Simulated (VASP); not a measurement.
# Cd (P6/mmm) in VASP: notebook

Cd is run at these levels: PBE; tasks: single point.

All numbers are computed with VASP 6.6.1; they aren't measurements. Logs are shortened: lines on timing, memory, paths and dates and some standing lists are left out, and cuts for length are marked.

### Step 1. The cell of the first run

Symmetry: P6/mmm, No. 191, hexagonal system. Conventional cell: a = 2.489 Å, b = 2.489 Å, c = 2.447 Å, α = 90.00°, β = 90.00°, γ = 120.00°. Cd (site symmetry 6/mmm) has 8 Cd at 2.45 to 2.49 Å within 3.2 Å.

This isn't the form of Cd at room conditions, which is hcp.

### Step 2. Single point, PBE

Contents of INCAR:

```
SYSTEM = Cd
ALGO = Normal
EDIFF = 1E-6
ENCUT = 630
GGA = PE
GGA_COMPAT = .FALSE.
ISIF = 2
ISMEAR = -1
LASPH = .TRUE.
LCHARG = .FALSE.
LREAL = .FALSE.
LWAVE = .FALSE.
NBANDS = 16
NELM = 120
PREC = Accurate
SIGMA = 0.1
```

Contents of KPOINTS:

```
k-points
0
G
  14 14 13
  0 0 0
```

Contents of POSCAR:

```
Cd
1.0
    2.4894060445      0.0000000000      0.0000000000
   -1.2447030223      2.1558888749      0.0000000000
    0.0000000000      0.0000000000      2.4465444910
Cd
1
Direct
    0.0000000000      0.0000000000      0.0000000000
```

Potentials or basis: VASP PAW PBE potentials, release 64 (Cd_sv_GW).

The run is started by

```sh
$ cat potpaw_PBE.64/Cd_sv_GW/POTCAR > POTCAR
$ mpirun -np 1 vasp_std > vasp.out
```

OUTCAR:

```text
SYSTEM = Cd
   EDIFF = 1E-6
   ENCUT = 630
   GGA = PE
   ISIF = 2
   ISMEAR = -1
   LASPH = .TRUE.
   LREAL = .FALSE.
   NELM = 120
   PREC = Accurate

 ion  position               nearest neighbor table
   1  0.000  0.000  0.000-

  LATTYP: Found a hexagonal cell.
 ALAT       =     2.4894060445
 C/A-ratio  =     0.9827824177

  Lattice vectors:

 A1 = (   2.4894060445,   0.0000000000,   0.0000000000)
 A2 = (  -1.2447030223,   2.1558888749,   0.0000000000)
 A3 = (   0.0000000000,   0.0000000000,   2.4465444910)

Analysis of symmetry for initial positions (statically):
=====================================================================
 Subroutine PRICEL returns:
 Original cell was already a primitive cell.

 Routine SETGRP: Setting up the symmetry group for a
 hexagonal supercell.

 Subroutine GETGRP returns: Found 24 space group operations
 (whereof 24 operations were pure point group operations)
 out of a pool of 24 trial point group operations.

The static configuration has the point symmetry D_6h.

Analysis of symmetry for dynamics (positions and initial velocities):
=====================================================================
 Subroutine PRICEL returns:
 Original cell was already a primitive cell.

 Routine SETGRP: Setting up the symmetry group for a
 hexagonal supercell.

 Subroutine GETGRP returns: Found 24 space group operations
 (whereof 24 operations were pure point group operations)
 out of a pool of 24 trial point group operations.

The dynamic configuration has the point symmetry D_6h.

 Subroutine INISYM returns: Found 24 space group operations
 (whereof 24 operations are pure point group operations),
 and found     1 'primitive' translations

----------------------------------------------------------------------------------------

                                     Primitive cell

  volume of cell :      13.1303

  direct lattice vectors                    reciprocal lattice vectors
     2.489406044  0.000000000  0.000000000     0.401702246  0.231922900  0.000000000
    -1.244703022  2.155888875  0.000000000     0.000000000  0.463845800  0.000000000
     0.000000000  0.000000000  2.446544491     0.000000000  0.000000000  0.408739757

  length of vectors
     2.489406044  2.489406045  2.446544491     0.463845800  0.463845800  0.408739757

  position of ions in fractional coordinates (direct lattice)
     0.000000000  0.000000000  0.000000000

  ion indices of the primitive-cell ions
   primitive index   ion index
                 1           1

----------------------------------------------------------------------------------------

 KPOINTS: k-points

Automatic generation of k-mesh.
 Grid dimensions read from file:
 generate k-points for:   14   14   13

 Generating k-lattice:

  Cartesian coordinates                     Fractional coordinates (reciprocal lattice)
     0.028693018  0.016565921  0.000000000     0.071428571 -0.000000000  0.000000000
     0.000000000  0.033131843  0.000000000     0.000000000  0.071428571  0.000000000
     0.000000000  0.000000000  0.031441520     0.000000000  0.000000000  0.076923077

  Length of vectors
     0.033131843  0.033131843  0.031441520

  Shift w.r.t. Gamma in fractional coordinates (k-lattice)
     0.000000000  0.000000000  0.000000000

 Subroutine IBZKPT returns following result:
 ===========================================

 Found    168 irreducible k-points:

 Following reciprocal coordinates:
            Coordinates               Weight
  0.000000  0.000000  0.000000      1.000000
  0.071429 -0.000000  0.000000      6.000000
  0.142857 -0.000000  0.000000      6.000000
  0.214286  0.000000  0.000000      6.000000
  0.285714  0.000000  0.000000      6.000000
  0.357143 -0.000000  0.000000      6.000000
[... 16 lines left out ...]
  0.285714  0.285714  0.000000      6.000000
  0.357143  0.285714  0.000000      6.000000
 [... further k-points ...]
   k-points           NKPTS =    168   k-points in BZ     NKDIM =    168   number of bands    NBANDS=     16
   number of dos      NEDOS =    301   number of ions     NIONS =      1
   total plane-waves  NPLWV =   8000
   dimension x,y,z NGX =    20 NGY =   20 NGZ =   20
   dimension x,y,z NGXF=    40 NGYF=   40 NGZF=   40
   ions per type =               1
   NGX,Y,Z   is equivalent  to a cutoff of  13.36, 13.36, 13.59 a.u.
   NGXF,Y,Z  is equivalent  to a cutoff of  26.71, 26.71, 27.18 a.u.
 SYSTEM =  Cd
   PREC   = accura    normal or accurate (medium, high low for compatibility)
   ISTART =      0    job   : 0-new  1-cont  2-samecut
   ICHARG =      2    charge: 1-file 2-atom 10-const
   ISPIN  =      1    spin polarized calculation?
   LNONCOLLINEAR =      F non collinear calculations
   LSORBIT =      F    spin-orbit coupling
   LASPH  =      T    aspherical Exc in radial PAW
   ENCUT  =  630.0 eV  46.30 Ry    6.80 a.u.   5.09  5.09  5.01*2*pi/ulx,y,z
   NELM   =    120;   NELMIN=  2; NELMDL= -5     # of ELM steps
   EDIFF  = 0.1E-05   stopping-criterion for ELM
   LREAL  =      F    real-space projection
[... 7 lines left out ...]
   TEBEG  =    0.0;   TEEND  =   0.0 temperature during run
   PSTRESS=    0.0 pullay stress
   NELECT =      20.0000    total number of electrons
   NUPDOWN=      -1.0000    fix difference up-down
   EMIN   =  10.00;   EMAX   =-10.00  energy-range for DOS
   EFERMI =   0.00;   METHOD = LEGACY
   ISMEAR =    -1;   SIGMA  =   0.10  broadening in eV -4-tet -1-fermi 0-gaus
   EFERMI_NEDOS =   21; number of points for ismear=-14 and -15
   IALGO  =     38    algorithm
   IMIX   =      4    mixing-type and parameters
     AMIX     =   0.40;   BMIX     =  1.00
     AMIX_MAG =   1.60;   BMIX_MAG =  1.00
  volume/ion in A,a.u.               =      13.13        88.61
  Fermi-wavevector in a.u.,A,eV,Ry     =   1.883619  3.559524 48.273755  3.548021
  Thomas-Fermi vector in A             =   2.926513
   LORBIT       =      0    0 simple, 1 ext, 2 COOP (PROOUT), +10 PAW based schemes
   GGA     = PE    functional components
   LHFCALC =     F    Hartree Fock is set to
   AEXX    =    0.0000 exact exchange contribution
   IVDW    =     0    specifies the selected vdW correction
   LEPSILON=     F    determine dielectric tensor
   LRPA    =     F    only Hartree local field effects (RPA)
 non-spin polarized calculation
  energy-cutoff  :      630.00
  volume of cell :       13.13
 maximum number of plane-waves:       484
   NGX = 11   NGY = 11   NGZ = 11

 number of electron      20.0000012 magnetization

 Free energy of the ion-electron system (eV)
  ---------------------------------------------------
  ext. energy  EPLUGINS =         0.00000000
  ---------------------------------------------------
  free energy    TOTEN  =         1.90673780 eV

  energy without entropy =        1.91587973  energy(sigma->0) =        1.91130876

 E-fermi :  14.2044     XC(G=0): -14.3243

 val. band max:       14.1221113260   @ k =   0.4286   0.1429   0.0769
 cond. band min:      14.2144667302   @ k =   0.3571   0.2857   0.1538
 fundamental gap:      0.0923554041
 Fermi energy:        14.2043635931

 k-point     1 :       0.0000    0.0000    0.0000
  band No.  band energies     occupation
      1     -91.2985      2.00000
      2     -52.1794      2.00000
      3     -52.1201      2.00000
      4     -52.1201      2.00000
      5      -0.2767      2.00000
      6       0.2386      2.00000
[... 8 lines left out ...]
     15      33.4247      0.00000
     16      38.2599      0.00000

 k-point     2 :       0.0714   -0.0000    0.0000
  band No.  band energies     occupation
      1     -91.2955      2.00000
      2     -52.1768      2.00000
      3     -52.1426      2.00000
      4     -52.1256      2.00000
      5      -0.1455      2.00000
      6       0.3664      2.00000
[... 8 lines left out ...]
     15      33.2636      0.00000
     16      39.1480      0.00000

 k-point     3 :       0.1429   -0.0000    0.0000
  band No.  band energies     occupation
      1     -91.2874      2.00000
      2     -52.2054      2.00000
      3     -52.1702      2.00000
      4     -52.1409      2.00000
      5       0.0934      2.00000
      6       0.7779      2.00000
[... 8 lines left out ...]
     15      32.9053      0.00000
     16      40.3807      0.00000

 k-point     4 :       0.2143    0.0000    0.0000
  band No.  band energies     occupation
      1     -91.2755      2.00000
      2     -52.2955      2.00000
      3     -52.1629      2.00000
      4     -52.1604      2.00000
      5       0.2904      2.00000
      6       0.9106      2.00000
[... 8 lines left out ...]
     15      32.5198      0.00000
     16      41.4011      0.00000

 k-point     5 :       0.2857    0.0000    0.0000
  band No.  band energies     occupation
      1     -91.2624      2.00000
      2     -52.3948      2.00000
      3     -52.1873      2.00000
      4     -52.1496      2.00000
      5       0.3053      2.00000
      6       0.8238      2.00000
[... 8 lines left out ...]
     15      32.3382      0.00000
     16      40.4964      0.00000

 k-point     6 :       0.3571   -0.0000    0.0000
  band No.  band energies     occupation
      1     -91.2505      2.00000
      2     -52.4835      2.00000
      3     -52.2093      2.00000
      4     -52.1398      2.00000
      5       0.0739      2.00000
      6       0.9487      2.00000
[... 8 lines left out ...]
     15      32.3388      0.00000
     16      39.5937      0.00000
[... 267 lines left out ...]
 k-point    21 :       0.2857    0.2143    0.0000
  band No.  band energies     occupation
      1     -91.2394      2.00000
      2     -52.4891      2.00000
      3     -52.3091      2.00000
      4     -52.1306      2.00000
      5       0.9013      2.00000
      6       1.1443      2.00000
[... 8 lines left out ...]
     15      36.2210      0.00000
     16      38.8109      0.00000

 k-point    22 :       0.3571    0.2143    0.0000
  band No.  band energies     occupation
      1     -91.2349      2.00000
      2     -52.5050      2.00000
      3     -52.3349      2.00000
      4     -52.1269      2.00000
      5       0.8489      2.00000
      6       1.2328      2.00000
[... 8 lines left out ...]
     15      35.8084      0.00000
     16      38.6527      0.00000

 k-point    23 :       0.2857    0.2857    0.0000
  band No.  band energies     occupation
      1     -91.2343      2.00000
      2     -52.4800      2.00000
      3     -52.3664      2.00000
      4     -52.1264      2.00000
      5       1.1044      2.00000
      6       1.4078      2.00000
[... 8 lines left out ...]
     15      36.4249      0.00000
     16      38.5110      0.00000

 k-point    24 :       0.3571    0.2857    0.0000
  band No.  band energies     occupation
      1     -91.2324      2.00000
      2     -52.4654      2.00000
      3     -52.3982      2.00000
      4     -52.1249      2.00000
      5       1.1378      2.00000
      6       1.6092      2.00000
[... 8 lines left out ...]
     15      37.7253      0.00000
     16      38.4976      0.00000

 [... further k-points ...]
[... 5 lines left out ...]
  --------------------------------------------------------------------------------------
  -------------------------------------------------------------------------------------
  Total       11.3589242     11.3589242     11.3477103     -0.0000000      0.0000000      0.0000000
  in kB     1386.0297627   1386.0297628   1384.6614261     -0.0000000      0.0000000      0.0000000
  external PRESSURE =    1385.5736505 kB  Pullay stress =       0.0000000 kB

 VOLUME and BASIS-vectors are now :
 -----------------------------------------------------------------------------
  energy-cutoff  :      630.00
  volume of cell :       13.13
      direct lattice vectors                 reciprocal lattice vectors
     2.489406044  0.000000000  0.000000000     0.401702246  0.231922900  0.000000000
    -1.244703022  2.155888875  0.000000000     0.000000000  0.463845800  0.000000000
     0.000000000  0.000000000  2.446544491     0.000000000  0.000000000  0.408739757

 POSITION                                       TOTAL-FORCE (eV/Angst)
 -----------------------------------------------------------------------------------
      0.00000      0.00000      0.00000         0.000000      0.000000      0.000000
 -----------------------------------------------------------------------------------
    total drift:                               -0.000000      0.000000     -0.000000

  FREE ENERGIE OF THE ION-ELECTRON SYSTEM (eV)
  ---------------------------------------------------
  free  energy   TOTEN  =         1.9067377968 eV

  energy  without entropy=        1.9158797290  energy(sigma->0) =        1.91130876
```

Run time: 20 s. Hardware: 1 thread of AMD EPYC 9R45 (Zen 5), shared host; peak memory 0.15 GiB.

Results:

* Free energy: 1.9067 eV
* Pressure: 138.6 GPa
* Band gap on the k mesh: zero (bands 10 and 11 overlap by 6.20 eV)

Caveat: the cell stands under pressure.

### Step 3. Single point, PBE

This run uses another cell than the first one, of 15.15 Å³/atom.

Contents of INCAR:

```
SYSTEM = Cd
ALGO     = Normal         ! electronic algorithm
EDIFF    = 1E-6           ! SCF threshold, eV
ENCUT    = 630            ! plane-wave cutoff, eV
GGA      = PE             ! functional
GGA_COMPAT= .False.      
ISIF     = 2              ! what is computed and relaxed
ISMEAR   = -1             ! smearing method
LASPH    = .True.         ! aspherical terms in the spheres
LCHARG   = .False.        ! write CHGCAR
LREAL    = .False.        ! projectors in reciprocal space
LWAVE    = .False.        ! write WAVECAR
NBANDS   = 16             ! bands
NELM     = 120            ! most SCF steps
PREC     = Accurate       ! precision mode
SIGMA    = 0.1            ! smearing width, eV
```

Contents of KPOINTS:

```
k-points
0
Gamma
  14 14 13
  0 0 0
```

Contents of POSCAR:

```
Cd
1.0
    2.6039156063      0.0000000000      0.0000000000
   -1.3019578032      2.2550570644      0.0000000000
    0.0000000000      0.0000000000      2.5801128106
Cd
1
Direct
    0.0000000000      0.0000000000      0.0000000000
```

Potentials or basis: VASP PAW PBE potentials, release 64 (Cd_sv_GW).

The run is started by

```sh
$ cat potpaw_PBE.64/Cd_sv_GW/POTCAR > POTCAR
$ mpirun -np 1 vasp_std > vasp.out
```

Wall time 1.9 min (1 thread of AMD EPYC, shared host); peak memory 0.16 GiB.

The run converged. Its results:

```
Free energy            : 0.6135 eV
Pressure               : 72.9 GPa
Band gap on the k mesh : zero (bands 10 and 11 overlap by 6.29 eV)
```

Levels at points of the mesh, in eV from the Fermi level:
```tsv
k point	band 8	band 9	band 10	band 11	band 12	band 13
(0.00, 0.00, 0.00)	-11.07	-9.16	-9.16	10.59	13.91	17.16
(0.50, 0.00, 0.00)	-9.43	-8.77	-4.25	-0.46	10.24	15.44
```

Caveat: the cell stands under pressure.

[end of part 1 of 2]

The gap in the log of VASP goes by the Fermi energy; the results here count the filled bands.